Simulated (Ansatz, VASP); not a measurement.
## In: VASP beside Ansatz

Contents of INCAR:

```
SYSTEM = In
  PREC = Accurate
  ENCUT = 520
  EDIFF = 1E-6
  ISMEAR = -1
  SIGMA = 0.1
  LREAL = .False.
  LASPH = .True.
  NELM = 100
  ALGO = Normal
  ISIF = 2
  LWAVE = .False.
  LCHARG = .False.
  GGA = PS
  NBANDS = 12
```

File KPOINTS:

```
regular mesh
0
Gamma
  16 16 16
  0 0 0
```

File POSCAR:

```
In
1.0
   -1.4271737728      1.4271737728      1.4271737728
    1.4271737728     -1.4271737728      1.4271737728
    1.4271737728      1.4271737728     -1.4271737728
In
1
Direct
    0.0000000000      0.0000000000      0.0000000000
```

Input for Ansatz:

```yaml
crystal:
  lattice:
    - [-1.4271737728, 1.4271737728, 1.4271737728]
    - [1.4271737728, -1.4271737728, 1.4271737728]
    - [1.4271737728, 1.4271737728, -1.4271737728]
  atoms:
    - { symbol: In, position: [0.0, 0.0, 0.0] }
kpoints:
  mp_grid: { grid: [16, 16, 16] }
scf:
  occupations: { method: fermi_dirac, width: 0.1 }
hamiltonian:
  xc: pbesol
  pseudopotentials: { kind: paw }
output:
  forces: true
  stress: true
  eigenvalues: true
  populations: true
  write_density: true
  write_potential: true
  elf: true
  volumetric_format: npy
```

Change from the starting cell: volume scaled by 0.45, PAW files.

Alike in both runs: task single point; functional PBEsol; k mesh 16 × 16 × 16; occupations fermi-dirac, width 0.1 eV; no spin polarisation.

|  | VASP | Ansatz |
| --- | --- | --- |
| version | VASP 6.6.1 | Ansatz 0.2.0 |
| potentials or method | VASP PAW PBE potentials, release 64 (In_d) | PAW with Ansatz's default frozen-core files, scalar-relativistic |
| plane-wave cutoff (eV) | 520 | 420 |
| valence electrons in the cell | 13 | 13 |

```tsv
	VASP	Ansatz	Ansatz less VASP
pressure (GPa)	268.1	266.8	-1.36
```

VASP's potentials were made for PBE, not for PBEsol. Both programs put the cell under a high pressure, so it lies far from rest at this level.

Noted on VASP's run: the cell as given lies far from equilibrium.
